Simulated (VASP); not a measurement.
Wanted: the native input for a VASP 6.6.1 run.

```
Task                   : single point
Functional             : r2SCAN
Potentials or basis    : VASP PAW PBE potentials, release 64 (Ni)
Cutoff                 : 520 eV
k mesh                 : 15 × 15 × 15
Occupations            : methfessel-paxton, width 0.03 eV
Spin                   : collinear spin, ferromagnetic start
Starting moments       : [0.807] μB
Dipole correction      : no
Further INCAR settings : ALGO = Normal; EDIFF = 1e-06; NBANDS = 15
```

Ni:

```
Ni
1.0
     0.00000    1.73807    1.73807
     1.73807    0.00000    1.73807
     1.73807    1.73807    0.00000
Ni
1
Direct
  0.00000 0.00000 0.00000
```

The input as run:

POSCAR

```
Ni
1.0
    0.0000000000      1.7380692641      1.7380692641
    1.7380692641      0.0000000000      1.7380692641
    1.7380692641      1.7380692641      0.0000000000
Ni
1
Direct
    0.0000000000      0.0000000000      0.0000000000
```

INCAR.step1

```
PREC = Accurate
ENCUT = 520
ISMEAR = 1
SIGMA = 0.03
LREAL = False
LASPH = True
NELM = 150
ISPIN = 2
MAGMOM = 0.807
LMAXMIX = 4
NBANDS = 15
GGA = PE
ALGO = Normal
EDIFF = 1E-4
LWAVE = True
LCHARG = False
```

INCAR.step2

```
PREC = Accurate
ENCUT = 520
EDIFF = 1E-6
ISMEAR = 1
SIGMA = 0.03
LREAL = False
LASPH = True
NELM = 150
ALGO = Normal
ISIF = 2
LWAVE = False
LCHARG = True
ISPIN = 2
MAGMOM = 0.807
LORBIT = 11
LMAXMIX = 4
METAGGA = R2SCAN
LMIXTAU = True
LELF = True
LVHAR = True
NBANDS = 15
ISTART = 1
```

KPOINTS

```
regular mesh
0
Gamma
  15 15 15
```

Potentials or basis: VASP PAW PBE potentials, release 64 (Ni).

Launch:

```console
$ cat potpaw_PBE.64/Ni/POTCAR > POTCAR
$ cp INCAR.step1 INCAR
$ mpirun -np 1 vasp_std > vasp.out
$ cp INCAR.step2 INCAR
$ mpirun -np 1 vasp_std > vasp.out
```

It gave:

* Pressure: 0.3 GPa
* Net moment: 0.68 μB per cell
* Site moments: Ni +0.70 μB
* Valence electrons inside the program's atomic spheres: Ni 9.41

Caveat: the PAW data sets were made with another functional, which shifts forces and pressure a little.

Run time: 3.2 min on 1 thread of AMD EPYC 7R43 64-Core Processor (Zen 3) (shared host), peak memory 0.11 GiB.
